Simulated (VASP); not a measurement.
# WS2 in VASP: notebook, part 3 of 3

VASP 6.6.1.

### Step 6. Single point, PBE+D3(BJ)

This run uses another cell than the first one: it holds 12 atoms, not 3.

Input file INCAR:

```
SYSTEM = WS2
PREC     = Accurate       ! precision mode
ENCUT    = 520            ! plane-wave cutoff, eV
EDIFF    = 1E-6           ! SCF threshold, eV
ISMEAR   = 0              ! smearing method
SIGMA    = 0.05           ! smearing width, eV
LREAL    = .False.        ! projectors in reciprocal space
LASPH    = .True.         ! aspherical terms in the spheres
NELM     = 60             ! most SCF steps
ALGO     = Normal         ! electronic algorithm
ISIF     = 2              ! what is computed and relaxed
LWAVE    = .False.        ! write WAVECAR
LCHARG   = .True.         ! write CHGCAR
LDIPOL   = .True.       
IDIPOL   = 3            
DIPOL    = 0.5 0.5 0.410
GGA      = PE             ! functional
IVDW     = 12             ! dispersion correction
LELF     = .True.         ! ELF
LVHAR    = .True.       
LVACPOTAV= .True.       
NBANDS   = 64             ! bands
```

Input file KPOINTS:

```
regular mesh
0
Gamma
  3 3 1
  0 0 0
```

Input file POSCAR:

```
WS2
1.0
    6.3144062729      0.0000000000      0.0000000000
   -3.1572031364      5.4684362421      0.0000000000
    0.0000000000      0.0000000000     23.3758666258
S W
8 4
Direct
    0.6666666667      0.3333333333      0.3422333010
    0.6666666667      0.8333333333      0.3422333010
    0.1666666667      0.3333333333      0.3422333010
    0.1666666667      0.8333333333      0.3422333010
    0.6666718844      0.3333462266      0.4772171556
    0.6668286162      0.8334458423      0.4769376553
    0.1665507149      0.3332983723      0.4772158927
    0.1663821678      0.8332564164      0.4771581933
    0.3333007988      0.1666765888      0.4097314068
    0.3331697599      0.6666025100      0.4097046117
    0.8334002915      0.1668453021      0.4096806802
    0.8333391518      0.6665551402      0.4096663519
```

Potentials or basis: VASP PAW PBE potentials, release 64 (S, W_sv).

Run with:

```
> cat potpaw_PBE.64/S/POTCAR potpaw_PBE.64/W_sv/POTCAR > POTCAR
> mpirun -np 1 vasp_std > vasp.out
```

OUTCAR:

```text
SYSTEM = WS2
   PREC = Accurate
   ENCUT = 520
   EDIFF = 1E-6
   ISMEAR = 0
   LREAL = .False.
   LASPH = .True.
   NELM = 60
   ISIF = 2
   GGA = PE
   IVDW = 12
 IVDW          = 12

 ion  position               nearest neighbor table
   1  0.667  0.333  0.342-  12 2.41  11 2.41   9 2.41
   2  0.667  0.833  0.342-  12 2.41  11 2.41  10 2.41
   3  0.167  0.333  0.342-  11 2.41  10 2.41   9 2.41
   4  0.167  0.833  0.342-  12 2.41  10 2.41   9 2.41
   5  0.667  0.333  0.477-   9 2.41  11 2.41  12 2.41
   6  0.667  0.833  0.477-  11 2.41  12 2.41  10 2.41
   7  0.167  0.333  0.477-  11 2.41   9 2.41  10 2.41
   8  0.166  0.833  0.477-  12 2.41   9 2.41  10 2.41
   9  0.333  0.167  0.410-   8 2.41   3 2.41   7 2.41   5 2.41   4 2.41   1 2.41  12 3.16  11 3.16
                            10 3.16  10 3.16  11 3.16  12 3.16
  10  0.333  0.667  0.410-   6 2.41   4 2.41   3 2.41   8 2.41   7 2.41   2 2.41  11 3.16  12 3.16
                             9 3.16   9 3.16  12 3.16  11 3.16
  11  0.833  0.167  0.410-   6 2.41   1 2.41   3 2.41   7 2.41   2 2.41   5 2.41  12 3.16  10 3.16
                             9 3.16   9 3.16  10 3.16  12 3.16
  12  0.833  0.667  0.410-   6 2.41   1 2.41   8 2.41   4 2.41   2 2.41   5 2.41  11 3.16  10 3.16
                             9 3.16   9 3.16  10 3.16  11 3.16

  LATTYP: Found a hexagonal cell.
 ALAT       =     6.3144062729
 C/A-ratio  =     3.7019896433

  Lattice vectors:

 A1 = (   6.3144062729,   0.0000000000,   0.0000000000)
 A2 = (  -3.1572031364,   5.4684362421,   0.0000000000)
 A3 = (   0.0000000000,   0.0000000000,  23.3758666258)

Analysis of symmetry for initial positions (statically):
=====================================================================
 Subroutine PRICEL returns:
 Original cell was already a primitive cell.

 Routine SETGRP: Setting up the symmetry group for a
 hexagonal supercell.

 Subroutine GETGRP returns: Found  1 space group operations
 (whereof  1 operations were pure point group operations)
 out of a pool of 24 trial point group operations.

The static configuration has the point symmetry C_1 .

Analysis of symmetry for dynamics (positions and initial velocities):
=====================================================================
 Subroutine PRICEL returns:
 Original cell was already a primitive cell.

 Routine SETGRP: Setting up the symmetry group for a
 hexagonal supercell.

 Subroutine GETGRP returns: Found  1 space group operations
 (whereof  1 operations were pure point group operations)
 out of a pool of 24 trial point group operations.

The dynamic configuration has the point symmetry C_1 .

 Subroutine INISYM returns: Found  1 space group operations
 (whereof  1 operations are pure point group operations),
 and found     1 'primitive' translations

----------------------------------------------------------------------------------------

                                     Primitive cell

[... 73 lines left out ...]
   number of dos      NEDOS =    301   number of ions     NIONS =     12
   total plane-waves  NPLWV = 414720
   dimension x,y,z NGX =    48 NGY =   48 NGZ =  180
   dimension x,y,z NGXF=    96 NGYF=   96 NGZF=  360
   ions per type =               8   4
   NGX,Y,Z   is equivalent  to a cutoff of  12.64, 12.64, 12.80 a.u.
   NGXF,Y,Z  is equivalent  to a cutoff of  25.27, 25.27, 25.60 a.u.
 SYSTEM =  WS2
   PREC   = accura    normal or accurate (medium, high low for compatibility)
   ISTART =      0    job   : 0-new  1-cont  2-samecut
   ICHARG =      2    charge: 1-file 2-atom 10-const
   ISPIN  =      1    spin polarized calculation?
   LNONCOLLINEAR =      F non collinear calculations
   LSORBIT =      F    spin-orbit coupling
   LASPH  =      T    aspherical Exc in radial PAW
   ENCUT  =  520.0 eV  38.22 Ry    6.18 a.u.  11.74 11.74 43.46*2*pi/ulx,y,z
   NELM   =     60;   NELMIN=  2; NELMDL= -5     # of ELM steps
   EDIFF  = 0.1E-05   stopping-criterion for ELM
   LREAL  =      F    real-space projection
   EDIFFG = 0.1E-04   stopping-criterion for IOM
   NSW    =      0    number of steps for IOM
   IBRION =     -1    ionic relax: 0-MD 1-quasi-New 2-CG
   NFREE  =      0    steps in history (QN), initial steepest desc. (CG)
   ISIF   =      2    stress and relaxation
   ISYM   =      2    0-nonsym 1-usesym 2-fastsym
   POTIM  = 0.5000    time-step for ionic-motion
   TEBEG  =    0.0;   TEEND  =   0.0 temperature during run
   PSTRESS=    0.0 pullay stress
   NELECT =     104.0000    total number of electrons
   NUPDOWN=      -1.0000    fix difference up-down
   EMIN   =  10.00;   EMAX   =-10.00  energy-range for DOS
   EFERMI =   0.00;   METHOD = LEGACY
   ISMEAR =     0;   SIGMA  =   0.05  broadening in eV -4-tet -1-fermi 0-gaus
   EFERMI_NEDOS =   21; number of points for ismear=-14 and -15
   IALGO  =     38    algorithm
   IMIX   =      4    mixing-type and parameters
     AMIX     =   0.40;   BMIX     =  1.00
     AMIX_MAG =   1.60;   BMIX_MAG =  1.00
  volume/ion in A,a.u.               =      67.26       453.92
  Fermi-wavevector in a.u.,A,eV,Ry     =   0.826859  1.562537  9.302247  0.683696
  Thomas-Fermi vector in A             =   1.938964
   LORBIT       =      0    0 simple, 1 ext, 2 COOP (PROOUT), +10 PAW based schemes
   GGA     = PE    functional components
   LHFCALC =     F    Hartree Fock is set to
   AEXX    =    0.0000 exact exchange contribution
   IVDW    =    12    specifies the selected vdW correction
   LEPSILON=     F    determine dielectric tensor
   LRPA    =     F    only Hartree local field effects (RPA)
 non-spin polarized calculation
 Gauss-broadening in eV      SIGMA  =   0.05
  energy-cutoff  :      520.00
  volume of cell :      807.17
 maximum number of plane-waves:     21762
   NGX = 23   NGY = 23   NGZ = 87

 dipolmoment           0.000000      0.000000     -0.000371 electrons x Angstroem

 number of electron     103.9999985 magnetization

 dipolmoment           0.000000      0.000000      0.000057 electrons x Angstroem

 Free energy of the ion-electron system (eV)
  ---------------------------------------------------
  ext. energy  EPLUGINS =         0.00000000
  ---------------------------------------------------
  free energy    TOTEN  =       -94.64703998 eV

  energy without entropy =      -94.64703998  energy(sigma->0) =      -94.64703998

 E-fermi :  -2.0273     XC(G=0):  -3.3441

 val. band max:       -2.3512809311   @ k =   0.3333   0.3333   0.0000
 cond. band min:      -0.4196144611   @ k =   0.3333   0.3333   0.0000
 fundamental gap:      1.9316664700
 Fermi energy:        -2.0273487429

 k-point     1 :       0.0000    0.0000    0.0000
  band No.  band energies     occupation
      1     -76.3563      2.00000
      2     -76.3383      2.00000
      3     -76.3374      2.00000
      4     -76.3370      2.00000
      5     -40.7908      2.00000
      6     -40.7907      2.00000
[... 324 lines left out ...]
     63       0.9335      0.00000
     64       1.7272      0.00000

------------------------ aborting loop because EDIFF is reached ----------------------------------------

 Edisp (eV)   -3.72616

 E8    (eV) :    -1.6758

  FORCE on cell =-STRESS in cart. coord.  units (eV):
  Direction    XX          YY          ZZ          XY          YZ          ZX
  --------------------------------------------------------------------------------------
  -------------------------------------------------------------------------------------
  Total       0.27200     0.27163     0.01064    -0.00045    -0.00117     0.02379
  in kB       0.53990     0.53917     0.02112    -0.00089    -0.00233     0.04721
  external pressure =        0.37 kB  Pullay stress =        0.00 kB

 VOLUME and BASIS-vectors are now :
 -----------------------------------------------------------------------------
  energy-cutoff  :      520.00
  volume of cell :      807.17
      direct lattice vectors                 reciprocal lattice vectors
     6.314406273  0.000000000  0.000000000     0.158368017  0.091433817  0.000000000
    -3.157203136  5.468436242  0.000000000     0.000000000  0.182867634  0.000000000
     0.000000000  0.000000000 23.375866626     0.000000000  0.000000000  0.042779163

 POSITION                                       TOTAL-FORCE (eV/Angst)
 -----------------------------------------------------------------------------------
      3.15720      1.82281      8.00000        -0.008464     -0.006465     -0.007530
      1.57860      4.55703      8.00000        -0.005310      0.000747     -0.008311
      0.00000      1.82281      8.00000         0.004688      0.000237     -0.001975
     -1.57860      4.55703      8.00000         0.000897      0.006192     -0.004522
      3.15720      1.82288     11.15536        -0.001016     -0.000046     -0.011360
      1.57927      4.55765     11.14883        -0.010078     -0.006850      0.071602
     -0.00062      1.82262     11.15534         0.003262      0.005249     -0.007673
     -1.58016      4.55661     11.15399         0.014687      0.001589      0.009761
      1.57836      0.91146      9.57783         0.000258      0.001736     -0.010107
     -0.00083      3.64527      9.57720         0.002832     -0.000558     -0.015759
      4.73566      0.91238      9.57664         0.000602     -0.001438     -0.007495
      3.15759      3.64501      9.57631        -0.002359     -0.000394     -0.006632
 -----------------------------------------------------------------------------------
    total drift:                               -0.000030      0.000001      0.000022

  FREE ENERGIE OF THE ION-ELECTRON SYSTEM (eV)
  ---------------------------------------------------
  free  energy   TOTEN  =       -98.3731989163 eV

  energy  without entropy=      -98.3731989163  energy(sigma->0) =      -98.37319892

 vacuum level on the upper side and lower side of the slab         3.296         3.296
```

Wall time 24 min (1 thread of Intel Xeon 8259CL, shared host); peak memory 0.86 GiB.

Results:

```
Free energy                : -98.3732 eV
Largest force              : 0.073 eV/Å
Band gap on the k mesh     : 1.93 eV
Dispersion energy per atom : -0.311 eV
```

Forces on the atoms (eV/Å):
```
S   -0.008 -0.006 -0.008
S   -0.005  0.001 -0.008
S    0.005  0.000 -0.002
S    0.001  0.006 -0.005
S   -0.001  0.000 -0.011
S   -0.010 -0.007  0.072
S    0.003  0.005 -0.008
S    0.015  0.002  0.010
W    0.000  0.002 -0.010
W    0.003 -0.001 -0.016
W    0.001 -0.001 -0.007
W   -0.002  0.000 -0.007
```

Levels at points of the mesh, in eV from the valence-band top:
| k point | band 50 | band 51 | band 52 | band 53 | band 54 | band 55 |
| --- | --- | --- | --- | --- | --- | --- |
| (0.00, 0.00, 0.00) | -0.96 | -0.96 | -0.15 | 2.94 | 2.94 | 2.96 |

Caveat: spin-orbit coupling is left out, which moves the levels of the heavy elements.

### Step 7. Overview

| cell | k mesh | smearing | gap on the mesh (eV) | largest force (eV/Å) |
| --- | --- | --- | --- | --- |
| a = 3.160, b = 3.160, c = 32.291 Å, angles 90.0, 90.0, 120.0°, 3 atoms, atomic positions A | 12 × 12 × 1 | gaussian 0.02 eV | 1.92 | - |
| a = 3.223, b = 3.223, c = 32.291 Å, angles 90.0, 90.0, 120.0°, 3 atoms, atomic positions B | 12 × 12 × 1 | gaussian 0.02 eV | 1.54 | 0.01 |
| a = 3.286, b = 3.286, c = 32.291 Å, angles 90.0, 90.0, 120.0°, 3 atoms, atomic positions C | 12 × 12 × 1 | gaussian 0.02 eV | 1.08 | - |
| a = 3.381, b = 3.381, c = 32.291 Å, angles 90.0, 90.0, 120.0°, 3 atoms, atomic positions D | 12 × 12 × 1 | gaussian 0.02 eV | 0.52 | - |
| a = 6.314, b = 6.314, c = 23.376 Å, angles 90.0, 90.0, 120.0°, 12 atoms, atomic positions E | 3 × 3 × 1 | gaussian 0.05 eV | 1.93 | 0.07 |

Alike in all rows: task single point; level PBE+D3(BJ); potentials or basis VASP PAW PBE potentials, release 64 (S, W_sv); no spin polarisation; cutoff (eV) 520.

Caveats: spin-orbit coupling is left out, which moves the levels of the heavy elements.

Absolute energies hang on the potentials; compare differences alone.
